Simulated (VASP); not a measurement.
The system is ZrNbGe2.

```xyz
4
Lattice="3.7087 0.0000 0.0000 -1.8543 3.2118 0.0000 0.0000 0.0000 6.7593" Properties=species:S:1:pos:R:3 pbc="T T T"
Zr    0.0000    0.0000    0.8473
Nb    0.0000    0.0000    4.0495
Ge    0.0000    2.1412    6.2228
Ge    1.8543    1.0706    6.2228
```

The cell was built from a structure type or drawn by symmetry, and may not be a known phase.

```yaml
Program: VASP 6.6.1
Task: relaxation of cell and atoms
Functional: PBE
Potentials_or_basis: VASP PAW PBE potentials, release 64 (Zr_sv, Nb_sv, Ge_d)
Cutoff: 600 eV
k_mesh: 6 × 6 × 4
Occupations: gaussian, width 0.1 eV
Spin: no spin polarisation
```

At the start: pressure 25.1 GPa; volume 20.13 Å³/atom.

**Question.** How do energy, volume and symmetry change on relaxing?

**Answer.** Over 28 steps the energy falls by 1050.1 meV/atom and the volume is 24.03 Å³/atom (+19.4 %); space group P6mm (No. 183, to 0.1 Å) before and after.

Step by step:
```
step  energy change (eV)  largest force (eV/Å)  pressure (GPa)  volume (Å³)
   1              0.0000                6.1664           25.10        80.51
   2             -1.7417                1.5066          -13.44       120.99
   3             -2.6810                1.6706           -7.31       101.04
   4             -3.6160                1.7874           -1.90        90.96
   5             -3.7132                1.4232            1.18        87.34
   6             -3.7152                1.2898            2.14        86.40
   7             -3.8524                1.2242            1.06        88.43
   8             -3.9443                1.1954           -0.36        91.69
   9             -4.0343                0.8000            1.71        92.07
  10             -4.0533                0.9433            5.32        92.59
  11             -4.0724                0.5013            3.14        92.30
  12             -4.0753                0.3974            4.03        92.43
  13             -4.1002                0.6068            3.83        93.41
  14             -4.1106                1.0023            3.76        94.58
  15             -4.1443                0.7373            2.37        95.67
  16             -4.1756                0.2693           -1.30        98.97
  17             -4.1772                0.1817           -0.68        98.38
  18             -4.1818                0.1595           -0.61        98.22
  19             -4.1913                0.2403           -0.40        97.75
  20             -4.1903                0.4350            0.10        96.78
  21             -4.1941                0.3318           -0.17        97.29
  22             -4.1974                0.2054           -0.21        97.00
  23             -4.1999                0.0635           -0.24        96.37
  24             -4.2000                0.0310           -0.25        96.45
  25             -4.2002                0.0439            0.06        96.09
  26             -4.2002                0.0403            0.01        96.13
  27             -4.2002                0.0409            0.02        96.12
  28             -4.2003                0.0240            0.01        96.11
```

Final structure:
```cif
data_structure
_symmetry_space_group_name_H-M 'P 1'
_symmetry_Int_Tables_number 1
_cell_length_a 4.4437
_cell_length_b 4.4437
_cell_length_c 5.6200
_cell_angle_alpha 90.000
_cell_angle_beta 90.000
_cell_angle_gamma 120.000
_cell_volume 96.11
loop_
_atom_site_label
_atom_site_type_symbol
_atom_site_fract_x
_atom_site_fract_y
_atom_site_fract_z
_atom_site_occupancy
Zr1 Zr 0.00000 0.00000 0.13132 1
Nb1 Nb 0.00000 0.00000 0.68138 1
Ge1 Ge 0.33333 0.66667 0.87650 1
Ge2 Ge 0.66667 0.33333 0.87650 1
```

Caveat: the volume moved by over 15 % at a fixed basis, so the end points are rough.
